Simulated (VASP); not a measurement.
# ZnH16Cl2O8 in VASP: notebook, part 2 of 2

VASP 6.6.1. The steps go on from the part before.

### 3 Single point, PBE+D3(BJ)

The input, INCAR:

```
SYSTEM = ZnH16Cl2O8
  ALGO = Normal
  EDIFF = 1E-6
  ENCUT = 520
  GGA = PE
  GGA_COMPAT = .FALSE.
  ISIF = 2
  ISMEAR = -1
  IVDW = 12
  LASPH = .TRUE.
  LCHARG = .FALSE.
  LREAL = .FALSE.
  LWAVE = .FALSE.
  NBANDS = 64
  NELM = 120
  PREC = Accurate
  SIGMA = 0.02
```

The input, KPOINTS:

```
k-points
0
G
  1 1 1
  0 0 0
```

The input, POSCAR:

```
ZnH16Cl2O8
1.0
    6.7386640000      0.0000000000      0.0000000000
    0.0000000000      6.7386640000      0.0000000000
    0.0000000000      0.0000000000      6.7386640000
O H Zn Cl
8 16 1 2
Direct
    0.1398496794      0.6955681423      0.4490652747
    0.7359767455      0.1425356718      0.7742929459
    0.1645875206     -0.0284477754      0.8443958624
    0.5905770046      0.4121440096      0.4750644935
    0.4521519399      0.7460084076      0.1570934535
    0.8111696918      0.7686241665      0.6788734384
    0.7384995008      0.4841464124      0.0774782657
    0.2630194947      0.1743520674      0.3234617426
    0.1728680937      0.6255097450      0.5727841602
    0.0060100934      0.6951229502      0.4208846145
    0.6750151069      0.2229818848      0.6674468411
    0.6685598214      0.0165314668      0.7673776286
    0.1298625366      0.1103334429      0.8684213963
    0.2584785352     -0.0652948418      0.9499805896
    0.4519441836      0.3694946061      0.4314653468
    0.6663041814      0.4286457969      0.3425753235
    0.5613427231      0.8193760662      0.2319154064
    0.3604868858      0.6932828228      0.2769836870
    0.9361796344      0.8012715874      0.6132669621
    0.7444650750      0.6514347651      0.5960528675
    0.6095718677      0.5840326807      0.0895874909
    0.6937280149      0.3553968561      0.0127028147
    0.1386031415      0.0935645404      0.3214732178
    0.3570143874      0.0691086542      0.3659924282
   -0.0440294990      0.6939654507      0.9757275329
    0.8518454103     -0.0925109191      0.1898744321
    0.1707608511      0.4890435255     -0.1289573126
```

Potentials or basis: VASP PAW PBE potentials, release 64 (O, H, Zn, Cl).

The run is started by

```sh
$ cat potpaw_PBE.64/O/POTCAR potpaw_PBE.64/H/POTCAR potpaw_PBE.64/Zn/POTCAR potpaw_PBE.64/Cl/POTCAR > POTCAR
$ mpirun -np 1 vasp_gam > vasp.out
```

Run time: 76 s. Hardware: 1 thread of Intel Xeon 8259CL, shared host; peak memory 0.35 GiB.

The run converged. Its results:

| Quantity | Value |
| --- | --- |
| Free energy | -124.5538 eV |
| Pressure | -1.2 GPa |
| Largest force | 3.898 eV/Å |
| Dispersion energy per atom | -0.052 eV |

Forces in eV/Å, atoms in the order of the input:
```
O    3.867  0.247  0.419
O   -0.336  1.294  0.071
O    0.324 -0.165  0.292
O   -0.258 -0.014 -1.749
O   -0.714 -0.510  2.912
O   -1.690 -2.611 -0.873
O   -2.351  0.195 -0.038
O    0.066 -1.392  0.346
H   -0.355 -0.248  0.125
H   -2.611 -0.463 -1.064
H    0.236 -0.020  0.145
H    0.012 -0.446 -0.024
H   -0.115 -0.317  0.008
H    0.025  0.233 -0.279
H    1.231  0.386  0.447
H   -0.848 -0.380  1.269
H   -0.747 -0.412 -0.889
H    1.091  0.874 -2.207
H    0.018  0.432  0.126
H    1.026  1.841  1.648
H    1.147 -1.439 -0.115
H    0.622  1.141  0.074
H    0.438  0.799 -0.069
H   -0.415  0.689 -0.234
Zn  -0.526 -0.076 -0.641
Cl   0.091  0.926  0.666
Cl   0.773 -0.562 -0.368
```

Stress tensor (GPa, compression positive):
```
-0.76 -1.40 -0.49
-1.40 -1.04  0.06
-0.49  0.06 -1.76
```

Levels at points of the mesh, in eV from the Fermi level:
| k point | band 43 | band 44 | band 45 | band 46 | band 47 | band 48 |
| --- | --- | --- | --- | --- | --- | --- |
| (0.00, 0.00, 0.00) | -0.76 | -0.63 | -0.50 | 3.62 | 6.22 | 6.39 |

Caveat: the k points lie up to 0.93 Å⁻¹ apart, too coarse for converged energies, forces and pressures; the atoms stand as in a frame of molecular dynamics.

### 4 Single point, PBE+D3(BJ)

The input, INCAR:

```
PREC = Accurate ; ENCUT = 520
EDIFF = 1E-6 ; ISMEAR = -1
SIGMA = 0.02 ; LREAL = F
LASPH = T ; NELM = 120
ALGO = Normal ; ISIF = 2
LWAVE = F ; LCHARG = F
GGA = PE ; IVDW = 12
NBANDS = 64 ; GGA_COMPAT = F
```

The input, KPOINTS:

```
Automatic mesh
0
Gamma
  1 1 1
```

The input, POSCAR:

```
ZnH16Cl2O8
1.0
    6.7386640000      0.0000000000      0.0000000000
    0.0000000000      6.7386640000      0.0000000000
    0.0000000000      0.0000000000      6.7386640000
O H Zn Cl
8 16 1 2
Direct
    0.1516175907      0.6619412988      0.4534726765
    0.7277258519      0.1926197834      0.7896075543
    0.1731945679     -0.0722546784      0.7980958837
    0.6128366097      0.4469283526      0.4904829800
    0.4114317022      0.7536211926      0.1729422924
    0.8035717466      0.7923232261      0.6825536931
    0.7534282760      0.4495846654      0.0929857907
    0.2685992357      0.1840275758      0.3234617426
    0.1959438844      0.6138457119      0.5837210462
    0.1819203332      0.5581225002      0.3478434301
    0.6765732792      0.2573061960      0.6747628313
    0.7560697491      0.0422042114      0.7599429204
    0.1094578985      0.0359270027      0.8832166139
    0.2830679791     -0.1033884461      0.8899241749
    0.5165415578      0.3463000975      0.4861942961
    0.6981502565      0.4229770174      0.3806392484
    0.5180255315      0.8458946759      0.2001880491
    0.3281362597      0.7576724407      0.2960379090
    0.9012617338      0.8358036548      0.5852495391
    0.7188220098      0.7011033641      0.6311191655
    0.6037695306      0.4859717000      0.1087901103
    0.7565743002      0.3104472934      0.0404086032
    0.2754997133      0.3104324537      0.3959241773
    0.1284972808      0.1563811462      0.3460626617
   -0.0575633390      0.6941583673      0.9591367072
    0.8553030690     -0.0793035533      0.1996686584
    0.1830926724      0.4662051706     -0.1212258097
```

Potentials or basis: VASP PAW PBE potentials, release 64 (O, H, Zn, Cl).

The run is started by

```sh
$ cat potpaw_PBE.64/O/POTCAR potpaw_PBE.64/H/POTCAR potpaw_PBE.64/Zn/POTCAR potpaw_PBE.64/Cl/POTCAR > POTCAR
$ mpirun -np 1 vasp_gam > vasp.out
```

OUTCAR:

```text
PREC = Accurate
   ENCUT = 520
   EDIFF = 1E-6
   ISMEAR = -1
   LREAL = F
   LASPH = T
   NELM = 120
   ISIF = 2
   GGA = PE
   IVDW = 12
 IVDW          = 12

 ion  position               nearest neighbor table
   1  0.152  0.662  0.453-   9 0.98  10 1.02
   2  0.728  0.193  0.790-  11 0.95  12 1.05
   3  0.173  0.928  0.798-  14 0.99  13 1.02  25 2.46
[... 311 lines left out ...]
  -------------------------------------------------------------------------------------
  Total       0.93938    -1.42074    -0.88453     5.09601    -2.68086     3.83810
  in kB       4.91849    -7.43880    -4.63129    26.68209   -14.03665    20.09580
  external pressure =       -2.38 kB  Pullay stress =        0.00 kB

 VOLUME and BASIS-vectors are now :
 -----------------------------------------------------------------------------
  energy-cutoff  :      520.00
  volume of cell :      306.00
      direct lattice vectors                 reciprocal lattice vectors
     6.738664000  0.000000000  0.000000000     0.148397368  0.000000000  0.000000000
     0.000000000  6.738664000  0.000000000     0.000000000  0.148397368  0.000000000
     0.000000000  0.000000000  6.738664000     0.000000000  0.000000000  0.148397368

 POSITION                                       TOTAL-FORCE (eV/Angst)
 -----------------------------------------------------------------------------------
      1.02170      4.46060      3.05580         0.201629     -0.926624     -1.469232
      4.90390      1.29800      5.32090         1.070575     -3.279975      1.201672
      1.16710      6.25176      5.37810        -0.723995      1.450446      1.998021
      4.12970      3.01170      3.30520         0.382264      1.464270      1.437185
      2.77250      5.07840      1.16540        -0.331272     -0.174455      0.059679
      5.41500      5.33920      4.59950         2.404375      2.776839      2.562461
[... 19 lines left out ...]
      5.76360      6.20426      1.34550         0.265188      0.016039     -0.487763
      1.23380      3.14160      5.92176        -0.430287      0.220322      0.112340
 -----------------------------------------------------------------------------------
    total drift:                                0.001298      0.000862      0.004355

  FREE ENERGIE OF THE ION-ELECTRON SYSTEM (eV)
  ---------------------------------------------------
  free  energy   TOTEN  =      -124.1502171760 eV

  energy  without entropy=     -124.1502171760  energy(sigma->0) =     -124.15021718
```

Wall time 82 s (1 thread of Intel Xeon 8259CL, shared host); peak memory 0.35 GiB.

Results:

```yaml
Free_energy: -124.1502 eV
Pressure: -0.2 GPa
Largest_force: 4.479 eV/Å
Dispersion_energy_per_atom: -0.051 eV
```

Forces in eV/Å, atoms in the order of the input:
```
O    0.202 -0.927 -1.469
O    1.071 -3.280  1.202
O   -0.724  1.450  1.998
O    0.382  1.464  1.437
O   -0.331 -0.174  0.060
O    2.404  2.777  2.562
O   -2.213  0.244  0.536
O   -0.042  0.890  0.529
H    0.069 -0.353  0.107
H   -0.638  1.016  1.506
H   -0.074  0.501 -0.911
H   -0.906  2.543  0.209
H    0.599 -0.815 -1.324
H    0.087 -0.374 -0.252
H   -1.331 -1.279 -0.150
H    0.947 -0.081 -1.365
H    0.452  0.281  0.027
H    0.347  0.182 -0.470
H    0.183 -0.575 -0.326
H   -2.637 -2.926 -2.040
H    2.074 -0.242 -0.444
H   -0.090  0.835 -0.545
H    0.134 -0.327 -0.223
H   -0.177 -0.669 -0.271
Zn   0.375 -0.398 -0.007
Cl   0.265  0.016 -0.488
Cl  -0.430  0.220  0.112
```

Caveat: the k points lie up to 0.93 Å⁻¹ apart, too coarse for converged energies, forces and pressures; the atoms stand as in a frame of molecular dynamics.

### 5 The runs side by side

| cell | pressure (GPa) | largest force (eV/Å) |
| --- | --- | --- |
| as given, atomic positions A | 2.5 | 4.07 |
| as given, atomic positions B | -1.2 | 3.90 |
| as given, atomic positions C | -0.2 | 4.48 |

Alike in all rows: task single point; level PBE+D3(BJ); potentials or basis VASP PAW PBE potentials, release 64 (O, H, Zn, Cl); no spin polarisation; k mesh 1 × 1 × 1; cutoff (eV) 520; smearing fermi-dirac 0.02 eV.

Caveats: all runs use coarse meshes; the atoms stand as in a frame of molecular dynamics.

Total energies depend on the potentials used, so only differences within one code and one set of settings carry meaning.
